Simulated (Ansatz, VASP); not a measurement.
**Two plane-wave programs on NbTeS4**

```
CELL_PARAMETERS angstrom
-3.01902 3.01902 3.10504
3.01902 -3.01902 3.10504
3.01902 3.01902 -3.10504
ATOMIC_POSITIONS crystal
Nb 0.50000 0.50000 0.00000
Te 0.00000 0.00000 0.00000
S 0.91879 0.41879 0.83757
S 0.58121 0.08121 0.16243
S 0.08121 0.91879 0.50000
S 0.41879 0.58121 0.50000
```

Change from the starting cell: species swapped into the MnCoSn4 type (I422, No. 97).

Alike in both runs: functional PBE; k mesh 4 × 4 × 4; occupations gaussian, width 0.1 eV; no spin polarisation.

Ansatz relaxed the structure, and its values are those at the end. VASP's run is a single point on that final structure, the one shown.

|  | VASP | Ansatz |
| --- | --- | --- |
| version | VASP 6.6.1 | Ansatz 0.2.0 |
| potentials or method | VASP PAW PBE potentials, release 64 (Nb_sv, Te, S), cutoff 520 eV | scalar-relativistic, plane waves, PAW |
| valence electrons in the cell | 43 | 53 |

Ansatz gave:

* gap on the k mesh at the Fermi level (eV): none
* pressure (GPa): 0.0
* rms of the force components (eV/Å): 0.019

Problem. Estimate VASP's values.

Solution. gap on the k mesh at the Fermi level (eV): none; pressure (GPa): -0.3; rms of the force components (eV/Å): 0.026.

A gap of «none» marks a metal or a gap that the smearing closes. The functional is the same, so the differences come from potentials, cutoffs and numerics. VASP's potentials hold 43 valence electrons a cell and Ansatz's 53, so a difference there can come from the potentials and not from the codes.

The k mesh is coarse, so the values compare programs but aren't converged. Spin-orbit coupling is off throughout.
